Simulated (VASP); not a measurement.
# WC in VASP: further runs

WC is run at these levels: PBEsol; tasks: single point.

All numbers are computed with VASP 6.6.1; they aren't measurements. Logs are shortened: lines on timing, memory, paths and dates and some standing lists are left out, and cuts for length are marked.

**1. The cell of the first run**

The cell holds a slab with vacuum, 10 atoms: a = 2.828 Å, b = 2.898 Å, c = 26.714 Å, α = 90.00°, β = 90.00°, γ = 90.00°.

**2. Single point, PBEsol**

Contents of INCAR:

```
SYSTEM = WC
PREC     = Accurate       ! precision mode
ENCUT    = 520            ! plane-wave cutoff, eV
EDIFF    = 1E-7           ! SCF threshold, eV
ISMEAR   = 0              ! smearing method
SIGMA    = 0.1            ! smearing width, eV
LREAL    = .FALSE.        ! projectors in reciprocal space
LASPH    = .TRUE.         ! aspherical terms in the spheres
NELM     = 100            ! most SCF steps
ALGO     = Fast           ! electronic algorithm
ISIF     = 2              ! what is computed and relaxed
LWAVE    = .FALSE.        ! write WAVECAR
LCHARG   = .FALSE.        ! write CHGCAR
LDIPOL   = .TRUE.       
IDIPOL   = 3            
DIPOL    = 0.5 0.5 0.500
GGA      = PS             ! functional
NBANDS   = 56             ! bands
```

Contents of KPOINTS:

```
regular mesh
0
G
  12 12 1
  0 0 0
```

Contents of POSCAR:

```
WC
1.0
    2.8276119061      0.0000000000      0.0000000000
    0.0000000000      2.8984136656      0.0000000000
    0.0000000000      0.0000000000     26.7137993705
W C
5 5
Direct
    0.0000000000      0.5000000000      0.2807537743
    0.0000000000      0.0000000000      0.3747164425
    0.0000000000      0.5000000000      0.4686791106
    0.0000000000      0.0000000000      0.5626417788
    0.0000000000      0.5000000000      0.6566044469
    0.5000000000      0.5000000000      0.3433955531
    0.5000000000      0.0000000000      0.4373582212
    0.5000000000      0.5000000000      0.5313208894
    0.5000000000      0.0000000000      0.6252835575
    0.5000000000      0.5000000000      0.7192462257
```

Potentials or basis: VASP PAW PBE potentials, release 64 (W_sv, C).

Started as:

```bash
$ cat potpaw_PBE.64/W_sv/POTCAR potpaw_PBE.64/C/POTCAR > POTCAR
$ mpirun -np 1 vasp_std > vasp.out
```

OUTCAR:

```text
SYSTEM = WC
   PREC = Accurate
   ENCUT = 520
   EDIFF = 1E-7
   ISMEAR = 0
   LREAL = .FALSE.
   LASPH = .TRUE.
   NELM = 100
   ISIF = 2
   GGA = PS

 ion  position               nearest neighbor table
   1  0.000  0.500  0.281-   6 2.19   6 2.19   2 2.90   2 2.90
   2  0.000  0.000  0.375-   7 2.19   7 2.19   6 2.19   6 2.19   6 2.19   6 2.19   3 2.90   3 2.90
                             1 2.90   1 2.90
   3  0.000  0.500  0.469-   7 2.19   7 2.19   7 2.19   7 2.19   8 2.19   8 2.19   2 2.90   2 2.90
                             4 2.90   4 2.90
   4  0.000  0.000  0.563-   9 2.19   9 2.19   8 2.19   8 2.19   8 2.19   8 2.19   5 2.90   5 2.90
                             3 2.90   3 2.90
   5  0.000  0.500  0.657-   9 2.19   9 2.19   9 2.19   9 2.19  10 2.19  10 2.19   4 2.90   4 2.90

   6  0.500  0.500  0.343-   2 2.19   2 2.19   2 2.19   2 2.19   1 2.19   1 2.19
   7  0.500  0.000  0.437-   2 2.19   2 2.19   3 2.19   3 2.19   3 2.19   3 2.19
   8  0.500  0.500  0.531-   4 2.19   4 2.19   4 2.19   4 2.19   3 2.19   3 2.19
   9  0.500  0.000  0.625-   4 2.19   4 2.19   5 2.19   5 2.19   5 2.19   5 2.19
  10  0.500  0.500  0.719-   5 2.19   5 2.19

  LATTYP: Found a simple orthorhombic cell.
 ALAT       =     2.8276119061
 B/A-ratio  =     1.0250394191
 C/A-ratio  =     9.4474773263

  Lattice vectors:

 A1 = (   2.8276119061,   0.0000000000,   0.0000000000)
 A2 = (   0.0000000000,   2.8984136656,   0.0000000000)
 A3 = (   0.0000000000,   0.0000000000,  26.7137993705)

Analysis of symmetry for initial positions (statically):
=====================================================================
 Subroutine PRICEL returns:
 Original cell was already a primitive cell.

 Routine SETGRP: Setting up the symmetry group for a
 simple orthorhombic supercell.

 Subroutine GETGRP returns: Found  4 space group operations
 (whereof  4 operations were pure point group operations)
 out of a pool of  8 trial point group operations.

The static configuration has the point symmetry C_2v.

Analysis of symmetry for dynamics (positions and initial velocities):
=====================================================================
 Subroutine PRICEL returns:
 Original cell was already a primitive cell.

 Routine SETGRP: Setting up the symmetry group for a
 simple orthorhombic supercell.

 Subroutine GETGRP returns: Found  4 space group operations
 (whereof  4 operations were pure point group operations)
 out of a pool of  8 trial point group operations.

The dynamic configuration has the point symmetry C_2v.

 Subroutine INISYM returns: Found  4 space group operations
 (whereof  4 operations are pure point group operations),
 and found     1 'primitive' translations

----------------------------------------------------------------------------------------

                                     Primitive cell

  volume of cell :     218.9353

  direct lattice vectors                    reciprocal lattice vectors
     2.827611906  0.000000000  0.000000000     0.353655322  0.000000000  0.000000000
     0.000000000  2.898413666  0.000000000     0.000000000  0.345016314  0.000000000
     0.000000000  0.000000000 26.713799370     0.000000000  0.000000000  0.037433837

  length of vectors
     2.827611906  2.898413666 26.713799370     0.353655322  0.345016314  0.037433837

  position of ions in fractional coordinates (direct lattice)
     0.000000000  0.500000000  0.280753774
     0.000000000  0.000000000  0.374716443
     0.000000000  0.500000000  0.468679111
     0.000000000  0.000000000  0.562641779
     0.000000000  0.500000000  0.656604447
     0.500000000  0.500000000  0.343395553
     0.500000000  0.000000000  0.437358221
     0.500000000  0.500000000  0.531320889
     0.500000000  0.000000000  0.625283557
     0.500000000  0.500000000  0.719246226

  ion indices of the primitive-cell ions
   primitive index   ion index
                 1           1
                 2           2
                 3           3
                 4           4
                 5           5
                 6           6
                 7           7
                 8           8
                 9           9
                10          10

----------------------------------------------------------------------------------------

 KPOINTS: regular mesh

Automatic generation of k-mesh.
 Grid dimensions read from file:
 generate k-points for:   12   12    1

 Generating k-lattice:

  Cartesian coordinates                     Fractional coordinates (reciprocal lattice)
     0.029471277  0.000000000  0.000000000     0.083333333  0.000000000  0.000000000
     0.000000000  0.028751360  0.000000000     0.000000000  0.083333333  0.000000000
     0.000000000  0.000000000  0.037433837     0.000000000  0.000000000  1.000000000

  Length of vectors
     0.029471277  0.028751360  0.037433837

  Shift w.r.t. Gamma in fractional coordinates (k-lattice)
     0.000000000  0.000000000  0.000000000

 Subroutine IBZKPT returns following result:
 ===========================================

 Found     49 irreducible k-points:

 Following reciprocal coordinates:
            Coordinates               Weight
  0.000000  0.000000  0.000000      1.000000
  0.083333  0.000000  0.000000      2.000000
  0.166667  0.000000  0.000000      2.000000
  0.250000  0.000000  0.000000      2.000000
  0.333333  0.000000  0.000000      2.000000
  0.416667  0.000000  0.000000      2.000000
[... 16 lines left out ...]
  0.083333  0.250000  0.000000      4.000000
  0.166667  0.250000  0.000000      4.000000
 [... further k-points ...]
   k-points           NKPTS =     49   k-points in BZ     NKDIM =     49   number of bands    NBANDS=     56
   number of dos      NEDOS =    301   number of ions     NIONS =     10
   total plane-waves  NPLWV = 115200
   dimension x,y,z NGX =    24 NGY =   24 NGZ =  200
   dimension x,y,z NGXF=    48 NGYF=   48 NGZF=  400
   ions per type =               5   5
   NGX,Y,Z   is equivalent  to a cutoff of  14.11, 13.77, 12.45 a.u.
   NGXF,Y,Z  is equivalent  to a cutoff of  28.22, 27.53, 24.89 a.u.
 SYSTEM =  WC
   PREC   = accura    normal or accurate (medium, high low for compatibility)
   ISTART =      0    job   : 0-new  1-cont  2-samecut
   ICHARG =      2    charge: 1-file 2-atom 10-const
   ISPIN  =      1    spin polarized calculation?
   LNONCOLLINEAR =      F non collinear calculations
   LSORBIT =      F    spin-orbit coupling
   LASPH  =      T    aspherical Exc in radial PAW
   ENCUT  =  520.0 eV  38.22 Ry    6.18 a.u.   5.26  5.39 49.67*2*pi/ulx,y,z
   NELM   =    100;   NELMIN=  2; NELMDL= -5     # of ELM steps
   EDIFF  = 0.1E-06   stopping-criterion for ELM
   LREAL  =      F    real-space projection
   EDIFFG = 0.1E-05   stopping-criterion for IOM
   NSW    =      0    number of steps for IOM
   IBRION =     -1    ionic relax: 0-MD 1-quasi-New 2-CG
   NFREE  =      0    steps in history (QN), initial steepest desc. (CG)
   ISIF   =      2    stress and relaxation
   ISYM   =      2    0-nonsym 1-usesym 2-fastsym
   POTIM  = 0.5000    time-step for ionic-motion
   TEBEG  =    0.0;   TEEND  =   0.0 temperature during run
   PSTRESS=    0.0 pullay stress
   NELECT =      90.0000    total number of electrons
   NUPDOWN=      -1.0000    fix difference up-down
   EMIN   =  10.00;   EMAX   =-10.00  energy-range for DOS
   EFERMI =   0.00;   METHOD = LEGACY
   ISMEAR =     0;   SIGMA  =   0.10  broadening in eV -4-tet -1-fermi 0-gaus
   EFERMI_NEDOS =   21; number of points for ismear=-14 and -15
   IALGO  =     68    algorithm
   IMIX   =      4    mixing-type and parameters
     AMIX     =   0.40;   BMIX     =  1.00
     AMIX_MAG =   1.60;   BMIX_MAG =  1.00
  volume/ion in A,a.u.               =      21.89       147.74
  Fermi-wavevector in a.u.,A,eV,Ry     =   1.217261  2.300290 20.160085  1.481724
  Thomas-Fermi vector in A             =   2.352587
   LORBIT       =      0    0 simple, 1 ext, 2 COOP (PROOUT), +10 PAW based schemes
   GGA     = PS    functional components
   LHFCALC =     F    Hartree Fock is set to
   AEXX    =    0.0000 exact exchange contribution
   IVDW    =     0    specifies the selected vdW correction
   LEPSILON=     F    determine dielectric tensor
   LRPA    =     F    only Hartree local field effects (RPA)
 non-spin polarized calculation
 RMM-DIIS sequential band-by-band and
 Gauss-broadening in eV      SIGMA  =   0.10
  energy-cutoff  :      520.00
  volume of cell :      218.94
 maximum number of plane-waves:      5949
 NGX is ok and might be reduce to    24
   NGX = 11   NGY = 11   NGZ = 99

 dipolmoment           0.000000      0.000000     -0.564350 electrons x Angstroem

 number of electron      90.0000000 magnetization

 dipolmoment           0.000000      0.000000      0.089009 electrons x Angstroem

 Free energy of the ion-electron system (eV)
  ---------------------------------------------------
  ext. energy  EPLUGINS =         0.00000000
  ---------------------------------------------------
  free energy    TOTEN  =      -111.29074711 eV

  energy without entropy =     -111.26561689  energy(sigma->0) =     -111.27818200

 E-fermi :   2.2399     XC(G=0):  -7.5222

 val. band max:        2.2345970566   @ k =   0.2500   0.0833   0.0000
 cond. band min:       2.2464835170   @ k =   0.1667   0.0833   0.0000
 fundamental gap:      0.0118864603
 Fermi energy:         2.2398969302

 k-point     1 :       0.0000    0.0000    0.0000
  band No.  band energies     occupation
      1     -71.9598      2.00000
      2     -71.8575      2.00000
      3     -71.7084      2.00000
      4     -71.6706      2.00000
      5     -71.6337      2.00000
      6     -36.5115      2.00000
[... 1405 lines left out ...]
     55       6.1584      0.00000
     56       6.4506      0.00000

 [... further k-points ...]

------------------------ aborting loop because EDIFF is reached ----------------------------------------

 vacuum level on the upper side and lower side of the slab       (xc-potential included)         0.872        -1.082

  FORCE on cell =-STRESS in cart. coord.  units (eV):
  Direction    XX          YY          ZZ          XY          YZ          ZX
  --------------------------------------------------------------------------------------
  -------------------------------------------------------------------------------------
  Total       -6.2112033     -6.6207943     -4.0535908      0.0000000      0.0000000      0.0000000
  in kB      -45.4538314    -48.4512344    -29.6643380      0.0000000      0.0000000      0.0000000
  external PRESSURE =     -41.1898013 kB  Pullay stress =       0.0000000 kB

 VOLUME and BASIS-vectors are now :
 -----------------------------------------------------------------------------
  energy-cutoff  :      520.00
  volume of cell :      218.94
      direct lattice vectors                 reciprocal lattice vectors
     2.827611906  0.000000000  0.000000000     0.353655322  0.000000000  0.000000000
     0.000000000  2.898413666  0.000000000     0.000000000  0.345016314  0.000000000
     0.000000000  0.000000000 26.713799370     0.000000000  0.000000000  0.037433837

 POSITION                                       TOTAL-FORCE (eV/Angst)
 -----------------------------------------------------------------------------------
      0.00000      1.44921      7.50000         0.000000      0.000000      0.911807
      0.00000      0.00000     10.01010         0.000000      0.000000      0.117985
      0.00000      1.44921     12.52020         0.000000      0.000000      0.084756
      0.00000      0.00000     15.03030         0.000000      0.000000     -0.428210
      0.00000      1.44921     17.54040         0.000000      0.000000      2.874691
      1.41381      1.44921      9.17340         0.000000      0.000000     -0.983738
      1.41381      0.00000     11.68350         0.000000      0.000000     -0.076936
      1.41381      1.44921     14.19360         0.000000      0.000000     -0.114472
      1.41381      0.00000     16.70370         0.000000      0.000000     -0.132396
      1.41381      1.44921     19.21380         0.000000      0.000000     -2.253487
 -----------------------------------------------------------------------------------
    total drift:                                0.000000      0.000000      0.000165

  FREE ENERGIE OF THE ION-ELECTRON SYSTEM (eV)
  ---------------------------------------------------
  free  energy   TOTEN  =      -111.2907471135 eV

  energy  without entropy=     -111.2656168912  energy(sigma->0) =     -111.27818200

 vacuum level on the upper side and lower side of the slab         9.015         7.015
```

Wall time 36 min (1 thread of Oxide Virtual Turin-like, shared host); peak memory 0.58 GiB.

Results:

```
Free energy            : -111.2907 eV
Largest force          : 2.875 eV/Å
Band gap on the k mesh : zero (bands 45 and 46 overlap by 0.67 eV)
```

Forces in eV/Å, atoms in the order of the input:
```
W    0.000  0.000  0.912
W    0.000  0.000  0.118
W    0.000  0.000  0.085
W    0.000  0.000 -0.428
W    0.000  0.000  2.875
C    0.000  0.000 -0.984
C    0.000  0.000 -0.077
C    0.000  0.000 -0.114
C    0.000  0.000 -0.132
C    0.000  0.000 -2.253
```

Caveat: the PAW data sets were made with another functional, which shifts forces and pressure a little; spin-orbit coupling is left out, which moves the levels of the heavy elements.

**3. Single point, PBEsol**

Contents of INCAR:

```
  ALGO = Fast
  DIPOL = 0.5 0.5 0.500
  EDIFF = 1E-6
  ENCUT = 520
  GGA = PS
  IDIPOL = 3
  ISIF = 2
  ISMEAR = 0
  LASPH = True
  LCHARG = False
  LDIPOL = True
  LREAL = False
  LWAVE = False
  NBANDS = 56
  NELM = 100
  PREC = Accurate
  SIGMA = 0.1
```

Contents of KPOINTS:

```
k-points
0
Gamma
  12 12 1
```

Contents of POSCAR:

```
WC
1.0
    2.8276119061      0.0000000000      0.0000000000
    0.0000000000      2.8984136656      0.0000000000
    0.0000000000      0.0000000000     26.7137993705
W C
5 5
Direct
    0.0000000000      0.5000000000      0.2833270110
    0.0000000000      0.0000000000      0.3757074847
    0.0000000000      0.5000000000      0.4693796572
    0.0000000000      0.0000000000      0.5631142392
    0.0000000000      0.5000000000      0.6593962603
    0.5000000000      0.5000000000      0.3426710528
    0.5000000000      0.0000000000      0.4378980571
    0.5000000000      0.5000000000      0.5316058719
    0.5000000000      0.0000000000      0.6253578026
    0.5000000000      0.5000000000      0.7115425632
```

Potentials or basis: VASP PAW PBE potentials, release 64 (W_sv, C).

Started as:

```bash
$ cat potpaw_PBE.64/W_sv/POTCAR potpaw_PBE.64/C/POTCAR > POTCAR
$ mpirun -np 1 vasp_std > vasp.out
```

OUTCAR:

```text
EDIFF = 1E-6
   ENCUT = 520
   GGA = PS
   ISIF = 2
   ISMEAR = 0
   LASPH = True
   LREAL = False
   NELM = 100
   PREC = Accurate

 ion  position               nearest neighbor table
   1  0.000  0.500  0.283-   6 2.12   6 2.12   2 2.86   2 2.86
   2  0.000  0.000  0.376-   7 2.18   7 2.18   6 2.21   6 2.21   6 2.21   6 2.21   1 2.86   1 2.86
                             3 2.89   3 2.89
   3  0.000  0.500  0.469-   8 2.18   8 2.18   7 2.19   7 2.19   7 2.19   7 2.19   2 2.89   2 2.89
                             4 2.89   4 2.89
   4  0.000  0.000  0.563-   9 2.18   9 2.18   8 2.19   8 2.19   8 2.19   8 2.19   3 2.89   3 2.89
                             5 2.95   5 2.95
   5  0.000  0.500  0.659-  10 1.98  10 1.98   9 2.22   9 2.22   9 2.22   9 2.22   4 2.95   4 2.95
[... 1653 lines left out ...]
  energy-cutoff  :      520.00
  volume of cell :      218.94
      direct lattice vectors                 reciprocal lattice vectors
     2.827611906  0.000000000  0.000000000     0.353655322  0.000000000  0.000000000
     0.000000000  2.898413666  0.000000000     0.000000000  0.345016314  0.000000000
     0.000000000  0.000000000 26.713799370     0.000000000  0.000000000  0.037433837

 POSITION                                       TOTAL-FORCE (eV/Angst)
 -----------------------------------------------------------------------------------
      0.00000      1.44921      7.56874         0.000000      0.000000     -0.066801
      0.00000      0.00000     10.03657         0.000000      0.000000      0.006919
      0.00000      1.44921     12.53891         0.000000      0.000000     -0.016719
      0.00000      0.00000     15.04292         0.000000      0.000000      0.000281
      0.00000      1.44921     17.61498         0.000000      0.000000     -0.028216
      1.41381      1.44921      9.15405         0.000000      0.000000     -0.003587
      1.41381      0.00000     11.69792         0.000000      0.000000     -0.000717
      1.41381      1.44921     14.20121         0.000000      0.000000      0.002944
      1.41381      0.00000     16.70568         0.000000      0.000000      0.006353
      1.41381      1.44921     19.00801         0.000000      0.000000      0.099543
 -----------------------------------------------------------------------------------
    total drift:                                0.000000      0.000000      0.001476

  FREE ENERGIE OF THE ION-ELECTRON SYSTEM (eV)
  ---------------------------------------------------
  free  energy   TOTEN  =      -111.7837454371 eV

  energy  without entropy=     -111.7594459101  energy(sigma->0) =     -111.77159567

 vacuum level on the upper side and lower side of the slab         8.651         7.029
```

It took 35 min on 1 thread of Oxide Virtual Turin-like, shared host; peak memory 0.58 GiB.

What came out:

| Item | Value |
| --- | --- |
| Free energy | -111.7837 eV |
| Largest force | 0.100 eV/Å |
| Band gap on the k mesh | zero (bands 45 and 46 overlap by 0.67 eV) |

Forces in eV/Å, atoms in the order of the input:
```
W    0.000  0.000 -0.067
W    0.000  0.000  0.007
W    0.000  0.000 -0.017
W    0.000  0.000  0.000
W    0.000  0.000 -0.028
C    0.000  0.000 -0.004
C    0.000  0.000 -0.001
C    0.000  0.000  0.003
C    0.000  0.000  0.006
C    0.000  0.000  0.100
```

Levels at points of the mesh, in eV from the Fermi level:
```tsv
k point	band 43	band 44	band 45	band 46	band 47	band 48
(0.00, 0.00, 0.00)	-1.00	-0.67	0.12	0.82	1.01	2.31
(0.50, 0.00, 0.00)	-0.83	-0.48	-0.31	-0.01	0.36	0.68
(0.00, 0.50, 0.00)	-0.66	-0.22	-0.16	0.68	1.29	1.35
(0.50, 0.50, 0.00)	-0.21	0.11	0.38	1.39	2.08	2.93
```

Caveat: the PAW data sets were made with another functional, which shifts forces and pressure a little; spin-orbit coupling is left out, which moves the levels of the heavy elements.
